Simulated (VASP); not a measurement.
# GaSb (I-4m2) in VASP: a series of runs, part 2 of 2

VASP 6.6.1.

**4. Single point, PBEsol**

Contents of INCAR:

```
SYSTEM = GaSb
PREC = Accurate
ENCUT = 500
EDIFF = 1E-6
ISMEAR = -1
SIGMA = 0.1
LREAL = .False.
LASPH = .True.
NELM = 120
ALGO = Normal
ISIF = 2
LWAVE = .False.
LCHARG = .False.
GGA = PS
NBANDS = 16
GGA_COMPAT = .False.
```

Contents of KPOINTS:

```
regular mesh
0
Gamma
  10 10 10
  0 0 0
```

Contents of POSCAR:

```
GaSb
1.0
   -2.7534340000      2.7534340000      1.5907070000
    2.7534340000     -2.7534340000      1.5907070000
    2.7534340000      2.7534340000     -1.5907070000
Ga Sb
1 1
Direct
    0.7500000000      0.2500000000      0.5000000000
    0.0000000000      0.0000000000      0.0000000000
```

Potentials or basis: VASP PAW PBE potentials, release 64 (Ga_d, Sb).

On the command line:

```console
$ cat potpaw_PBE.64/Ga_d/POTCAR potpaw_PBE.64/Sb/POTCAR > POTCAR
$ mpirun -np 1 vasp_std > vasp.out
```

OUTCAR:

```text
SYSTEM = GaSb
   PREC = Accurate
   ENCUT = 500
   EDIFF = 1E-6
   ISMEAR = -1
   LREAL = .False.
   LASPH = .True.
   NELM = 120
   ISIF = 2
   GGA = PS

 ion  position               nearest neighbor table
   1  0.750  0.250  0.500-   2 2.87   2 2.87   2 2.87   2 2.87
   2  0.000  0.000  0.000-   1 2.87   1 2.87   1 2.87   1 2.87

  LATTYP: Found a body centered tetragonal cell.
 ALAT       =     5.5068680000
 C/A-ratio  =     0.5777174975

  Lattice vectors:

 A1 = (  -2.7534340000,   2.7534340000,   1.5907070000)
 A2 = (   2.7534340000,  -2.7534340000,   1.5907070000)
 A3 = (   2.7534340000,   2.7534340000,  -1.5907070000)

Analysis of symmetry for initial positions (statically):
=====================================================================
 Subroutine PRICEL returns:
 Original cell was already a primitive cell.

 Routine SETGRP: Setting up the symmetry group for a
 body centered tetragonal supercell.

 Subroutine GETGRP returns: Found  8 space group operations
 (whereof  8 operations were pure point group operations)
 out of a pool of 16 trial point group operations.

The static configuration has the point symmetry D_2d.

Analysis of symmetry for dynamics (positions and initial velocities):
=====================================================================
 Subroutine PRICEL returns:
 Original cell was already a primitive cell.

 Routine SETGRP: Setting up the symmetry group for a
 body centered tetragonal supercell.

 Subroutine GETGRP returns: Found  8 space group operations
 (whereof  8 operations were pure point group operations)
 out of a pool of 16 trial point group operations.

The dynamic configuration has the point symmetry D_2d.

 Subroutine INISYM returns: Found  8 space group operations
 (whereof  8 operations are pure point group operations),
 and found     1 'primitive' translations

----------------------------------------------------------------------------------------

                                     Primitive cell

  volume of cell :      48.2391

  direct lattice vectors                    reciprocal lattice vectors
    -2.753434000  2.753434000  1.590707000     0.000000000  0.181591424  0.314325643
     2.753434000 -2.753434000  1.590707000     0.181591424  0.000000000  0.314325643
     2.753434000  2.753434000 -1.590707000     0.181591424  0.181591424  0.000000000

  length of vectors
     4.206322187  4.206322187  4.206322187     0.363009717  0.363009717  0.256809054

  position of ions in fractional coordinates (direct lattice)
     0.750000000  0.250000000  0.500000000
     0.000000000  0.000000000  0.000000000

  ion indices of the primitive-cell ions
   primitive index   ion index
                 1           1
                 2           2

----------------------------------------------------------------------------------------

 KPOINTS: regular mesh

Automatic generation of k-mesh.
 Grid dimensions read from file:
 generate k-points for:   10   10   10

 Generating k-lattice:

  Cartesian coordinates                     Fractional coordinates (reciprocal lattice)
     0.000000000  0.018159142  0.031432564     0.100000000 -0.000000000  0.000000000
     0.018159142  0.000000000  0.031432564    -0.000000000  0.100000000  0.000000000
     0.018159142  0.018159142  0.000000000     0.000000000  0.000000000  0.100000000

  Length of vectors
     0.036300972  0.036300972  0.025680905

  Shift w.r.t. Gamma in fractional coordinates (k-lattice)
     0.000000000  0.000000000  0.000000000

 Subroutine IBZKPT returns following result:
 ===========================================

 Found    102 irreducible k-points:

 Following reciprocal coordinates:
            Coordinates               Weight
  0.000000  0.000000  0.000000      1.000000
  0.100000 -0.000000  0.000000      8.000000
  0.200000 -0.000000  0.000000      8.000000
  0.300000  0.000000  0.000000      8.000000
  0.400000  0.000000 -0.000000      8.000000
  0.500000  0.000000  0.000000      4.000000
[... 16 lines left out ...]
  0.300000  0.300000  0.000000      8.000000
  0.400000  0.300000  0.000000     16.000000
 [... further k-points ...]
   k-points           NKPTS =    102   k-points in BZ     NKDIM =    102   number of bands    NBANDS=     16
   number of dos      NEDOS =    301   number of ions     NIONS =      2
   total plane-waves  NPLWV =  32768
   dimension x,y,z NGX =    32 NGY =   32 NGZ =   32
   dimension x,y,z NGXF=    64 NGYF=   64 NGZF=   64
   ions per type =               1   1
   NGX,Y,Z   is equivalent  to a cutoff of  12.65, 12.65, 12.65 a.u.
   NGXF,Y,Z  is equivalent  to a cutoff of  25.29, 25.29, 25.29 a.u.
 SYSTEM =  GaSb
   PREC   = accura    normal or accurate (medium, high low for compatibility)
   ISTART =      0    job   : 0-new  1-cont  2-samecut
   ICHARG =      2    charge: 1-file 2-atom 10-const
   ISPIN  =      1    spin polarized calculation?
   LNONCOLLINEAR =      F non collinear calculations
   LSORBIT =      F    spin-orbit coupling
   LASPH  =      T    aspherical Exc in radial PAW
   ENCUT  =  500.0 eV  36.75 Ry    6.06 a.u.   7.67  7.67  7.67*2*pi/ulx,y,z
   NELM   =    120;   NELMIN=  2; NELMDL= -5     # of ELM steps
   EDIFF  = 0.1E-05   stopping-criterion for ELM
   LREAL  =      F    real-space projection
   EDIFFG = 0.1E-04   stopping-criterion for IOM
   NSW    =      0    number of steps for IOM
   IBRION =     -1    ionic relax: 0-MD 1-quasi-New 2-CG
   NFREE  =      0    steps in history (QN), initial steepest desc. (CG)
   ISIF   =      2    stress and relaxation
   ISYM   =      2    0-nonsym 1-usesym 2-fastsym
   POTIM  = 0.5000    time-step for ionic-motion
   TEBEG  =    0.0;   TEEND  =   0.0 temperature during run
   PSTRESS=    0.0 pullay stress
   NELECT =      18.0000    total number of electrons
   NUPDOWN=      -1.0000    fix difference up-down
   EMIN   =  10.00;   EMAX   =-10.00  energy-range for DOS
   EFERMI =   0.00;   METHOD = LEGACY
   ISMEAR =    -1;   SIGMA  =   0.10  broadening in eV -4-tet -1-fermi 0-gaus
   EFERMI_NEDOS =   21; number of points for ismear=-14 and -15
   IALGO  =     38    algorithm
   IMIX   =      4    mixing-type and parameters
     AMIX     =   0.40;   BMIX     =  1.00
     AMIX_MAG =   1.60;   BMIX_MAG =  1.00
  volume/ion in A,a.u.               =      24.12       162.77
  Fermi-wavevector in a.u.,A,eV,Ry     =   1.178598  2.227228 18.899772  1.389094
  Thomas-Fermi vector in A             =   2.314924
   LORBIT       =      0    0 simple, 1 ext, 2 COOP (PROOUT), +10 PAW based schemes
   GGA     = PS    functional components
   LHFCALC =     F    Hartree Fock is set to
   AEXX    =    0.0000 exact exchange contribution
   IVDW    =     0    specifies the selected vdW correction
   LEPSILON=     F    determine dielectric tensor
   LRPA    =     F    only Hartree local field effects (RPA)
 non-spin polarized calculation
  energy-cutoff  :      500.00
  volume of cell :       48.24
 maximum number of plane-waves:      1253
   NGX = 15   NGY = 15   NGZ = 15

 number of electron      17.9999994 magnetization

 Free energy of the ion-electron system (eV)
  ---------------------------------------------------
  ext. energy  EPLUGINS =         0.00000000
  ---------------------------------------------------
  free energy    TOTEN  =        -7.87946405 eV

  energy without entropy =       -7.85599543  energy(sigma->0) =       -7.86772974

 E-fermi :   6.4074     XC(G=0): -10.3615

 val. band max:        6.3947488022   @ k =   0.4000   0.4000   0.0000
 cond. band min:       6.4172842401   @ k =   0.5000   0.5000   0.0000
 fundamental gap:      0.0225354379
 Fermi energy:         6.4074248737

 k-point     1 :       0.0000    0.0000    0.0000
  band No.  band energies     occupation
      1      -8.4606      2.00000
      2      -8.3804      2.00000
      3      -8.3730      2.00000
      4      -8.3488      2.00000
      5      -8.3488      2.00000
      6      -5.5451      2.00000
[... 8 lines left out ...]
     15      16.2529      0.00000
     16      17.1056      0.00000
[... 419 lines left out ...]
 k-point    24 :       0.4000    0.3000    0.0000
  band No.  band energies     occupation
      1      -8.4044      2.00000
      2      -8.3891      2.00000
      3      -8.3820      2.00000
      4      -8.3660      2.00000
      5      -8.3510      2.00000
      6      -2.7568      2.00000
[... 8 lines left out ...]
     15      16.0385      0.00000
     16      17.0354      0.00000

 [... further k-points ...]

------------------------ aborting loop because EDIFF is reached ----------------------------------------

  FORCE on cell =-STRESS in cart. coord.  units (eV):
  Direction    XX          YY          ZZ          XY          YZ          ZX
  --------------------------------------------------------------------------------------
  -------------------------------------------------------------------------------------
  Total       -0.8364787     -0.8364787     -0.9666243      0.0000000      0.0000000      0.0000000
  in kB      -27.7821553    -27.7821553    -32.1047112      0.0000000      0.0000000      0.0000000
  external PRESSURE =     -29.2230073 kB  Pullay stress =       0.0000000 kB

 VOLUME and BASIS-vectors are now :
 -----------------------------------------------------------------------------
  energy-cutoff  :      500.00
  volume of cell :       48.24
      direct lattice vectors                 reciprocal lattice vectors
    -2.753434000  2.753434000  1.590707000     0.000000000  0.181591424  0.314325643
     2.753434000 -2.753434000  1.590707000     0.181591424  0.000000000  0.314325643
     2.753434000  2.753434000 -1.590707000     0.181591424  0.181591424  0.000000000

 POSITION                                       TOTAL-FORCE (eV/Angst)
 -----------------------------------------------------------------------------------
      0.00000      2.75343      0.79535         0.000000      0.000000     -0.000000
      0.00000      0.00000      0.00000        -0.000000     -0.000000      0.000000
 -----------------------------------------------------------------------------------
    total drift:                               -0.000000      0.000000      0.000000

  FREE ENERGIE OF THE ION-ELECTRON SYSTEM (eV)
  ---------------------------------------------------
  free  energy   TOTEN  =        -7.8794640509 eV

  energy  without entropy=       -7.8559954251  energy(sigma->0) =       -7.86772974
```

Wall time 36 s (1 thread of Intel Xeon Platinum 8259CL at 2.50GHz (Skylake/Cascade Lake), shared host); peak memory 0.22 GiB.

Results:

- Free energy: -7.8795 eV
- Pressure: -2.9 GPa
- Band gap on the k mesh: zero (bands 9 and 10 overlap by 4.51 eV)

Stress tensor (GPa, compression positive):
```
-2.78  0.00  0.00
 0.00 -2.78  0.00
 0.00  0.00 -3.21
```

Caveat: the PAW data sets were made with another functional, which shifts forces and pressure a little; spin-orbit coupling is left out, which moves the levels of the heavy elements.

**5. The runs side by side**

| k mesh | gap on the mesh (eV) | pressure (GPa) |
| --- | --- | --- |
| 7 × 7 × 7 | none | -2.9 |
| 8 × 8 × 8 | none | -2.9 |
| 10 × 10 × 10 | none | -2.9 |

Alike in all rows: task single point; level PBEsol; potentials or basis VASP PAW PBE potentials, release 64 (Ga_d, Sb); no spin polarisation; cell as given; cutoff (eV) 500; smearing fermi-dirac 0.1 eV.

Caveats: the PAW data sets were made with another functional, which shifts forces and pressure a little; spin-orbit coupling is left out, which moves the levels of the heavy elements.

Total energies depend on the potentials used, so only differences within one code and one set of settings carry meaning.
